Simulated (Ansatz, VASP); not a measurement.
**B in VASP and in Ansatz**

```
B
1.0
     1.82894    0.00000    0.00000
     0.00000    1.82894    0.00000
     0.00000    0.00000    1.88551
B
1
Direct
  0.00000 0.00000 0.00000
```

Change from the starting cell: x and y stretched by -3 %, z held, crystal datasets.

Alike in both runs: task electric field gradients; functional PBE; k mesh 18 × 18 × 18; occupations fermi-dirac, width 0.05 eV; no spin polarisation.

```csv
,VASP,Ansatz
version,VASP 6.6.1,Ansatz 0.2.0
potentials or method,"VASP PAW PBE potentials, release 64 (B), cutoff 420 eV","all-electron PAW with datasets made for the crystal, scalar-relativistic"
```

```csv
,VASP,Ansatz,Ansatz less VASP
size of Vzz on the site where it differs most (V/Å²),1.9,1.5,-0.38
```

Ansatz ran all-electron here, and VASP with PAW potentials.
